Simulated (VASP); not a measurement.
Here is a VASP 6.6.1 calculation.

File INCAR:

```
SYSTEM = GaP2
PREC = Accurate
ENCUT = 600
EDIFF = 1E-6
ISMEAR = 0
SIGMA = 0.1
LREAL = .FALSE.
LASPH = .TRUE.
NELM = 80
ALGO = Normal
ISIF = 3
LWAVE = .FALSE.
LCHARG = .FALSE.
GGA = PE
IBRION = 2
NSW = 100
EDIFFG = -0.01
```

File KPOINTS:

```
Automatic mesh
0
G
  6 6 6
  0 0 0
```

File POSCAR:

```
GaP2
1.0
    6.0195371748      0.0000000000      0.0000000000
    0.0000000000      6.0195371748      0.0000000000
    0.0000000000      0.0000000000      6.0195371748
Ga P
4 8
Direct
    0.0000000000      0.0000000000      0.0000000000
    0.5000000000      0.0000000000      0.5000000000
    0.0000000000      0.5000000000      0.5000000000
    0.5000000000      0.5000000000      0.0000000000
    0.1023050876      0.6023050876      0.8976949124
    0.8976949124      0.3976949124      0.1023050876
    0.8976949124      0.1023050876      0.6023050876
    0.1023050876      0.8976949124      0.3976949124
    0.6023050876      0.8976949124      0.1023050876
    0.3976949124      0.1023050876      0.8976949124
    0.6023050876      0.6023050876      0.6023050876
    0.3976949124      0.3976949124      0.3976949124
```

Potentials or basis: VASP PAW PBE potentials, release 64 (Ga_d, P).

The run is started by

```console
$ cat potpaw_PBE.64/Ga_d/POTCAR potpaw_PBE.64/P/POTCAR > POTCAR
$ mpirun -np 1 vasp_std > vasp.out
```

Task: What does it give for the relaxed volume?

Result: 18.20 Å³/atom.

Task: What does it give for the relaxed cell?

Result: a = 6.022 Å, b = 6.022 Å, c = 6.022 Å, α = 90.00°, β = 90.00°, γ = 90.00°.

Forces in eV/Å, atoms in the order of the input:
```
Ga   0.000  0.000  0.000
Ga   0.000  0.000  0.000
Ga   0.000  0.000  0.000
Ga   0.000  0.000  0.000
P   -0.002 -0.002  0.002
P    0.002  0.002 -0.002
P    0.002 -0.002 -0.002
P   -0.002  0.002  0.002
P   -0.002  0.002 -0.002
P    0.002 -0.002  0.002
P   -0.002 -0.002 -0.002
P    0.002  0.002  0.002
```
